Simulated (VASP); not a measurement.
Input of a VASP 6.6.1 run:

POSCAR

```
InAs
1.0
    0.0000000000      2.9337360524      2.9337360524
    2.9337360524      0.0000000000      2.9337360524
    2.9337360524      2.9337360524      0.0000000000
In As
1 1
Direct
    0.5000000000      0.5000000000      0.5000000000
    0.0000000000      0.0000000000      0.0000000000
```

INCAR.step1

```
SYSTEM = InAs
PREC = Accurate
ENCUT = 520
EDIFF = 1E-5
ISMEAR = -1
SIGMA = 0.05
LREAL = .FALSE.
LASPH = .TRUE.
NELM = 60
ALGO = Normal
ISIF = 2
LWAVE = .TRUE.
GGA = PE
NBANDS = 16
```

INCAR.step2

```
SYSTEM = InAs
PREC = Accurate
ENCUT = 520
EDIFF = 1E-7
ISMEAR = -1
SIGMA = 0.05
LREAL = .FALSE.
LASPH = .TRUE.
NELM = 60
ALGO = Normal
ISIF = 2
LWAVE = .FALSE.
LCHARG = .TRUE.
GGA = PE
LHFCALC = .TRUE.
HFSCREEN = 0.2079
PRECFOCK = Normal
LELF = .TRUE.
LVHAR = .TRUE.
ISTART = 1
NBANDS = 16
```

Contents of KPOINTS:

```
regular mesh
0
G
  6 6 6
  0 0 0
```

Potentials or basis: VASP PAW PBE potentials, release 64 (In_d, As).

Command:

```sh
$ cat potpaw_PBE.64/In_d/POTCAR potpaw_PBE.64/As/POTCAR > POTCAR
$ cp INCAR.step1 INCAR
$ mpirun -np 1 vasp_std > vasp.out
$ cp INCAR.step2 INCAR
$ mpirun -np 1 vasp_std > vasp.out
```

**Question.** Estimate the pressure.

**Answer.** -5.5 GPa.

**Question.** Estimate the band gap on the k mesh.

**Answer.** Zero (bands 9 and 10 overlap by 2.69 eV).

Caveat: the cell stands under tension; the PAW data sets were made with another functional, which shifts forces and pressure a little; spin-orbit coupling is left out, which moves the levels of the heavy elements.
